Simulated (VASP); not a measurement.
Input of a VASP 6.6.1 run:

INCAR

```
SYSTEM = Si
PREC = Accurate ; ENCUT = 520
EDIFF = 1E-6 ; ISMEAR = -1
SIGMA = 0.15 ; LREAL = .FALSE.
LASPH = .TRUE. ; NELM = 100
ALGO = Normal ; ISIF = 2
LWAVE = .FALSE. ; LCHARG = .FALSE.
GGA = PE ; NBANDS = 11
```

File KPOINTS:

```
regular mesh
0
G
  13 13 7
  0 0 0
```

File POSCAR:

```
Si
1.0
    2.4440000000      0.0000000000      0.0000000000
   -1.2220000000      2.1165660000      0.0000000000
    0.0000000000      0.0000000000      4.1520000000
Si
2
Direct
    0.3097101626      0.6194203252      0.2500000000
    0.6666666667      0.3333333333      0.7500000000
```

Potentials or basis: VASP PAW PBE potentials, release 64 (Si).

Run with:

```console
$ cat potpaw_PBE.64/Si/POTCAR > POTCAR
$ mpirun -np 1 vasp_std > vasp.out
```

Q: Predict the largest force.

A: 0.082 eV/Å.

Q: Estimate the pressure.

A: 49.5 GPa.

Forces on the atoms (eV/Å):
```
Si   0.000  0.082  0.000
Si   0.000 -0.082  0.000
```
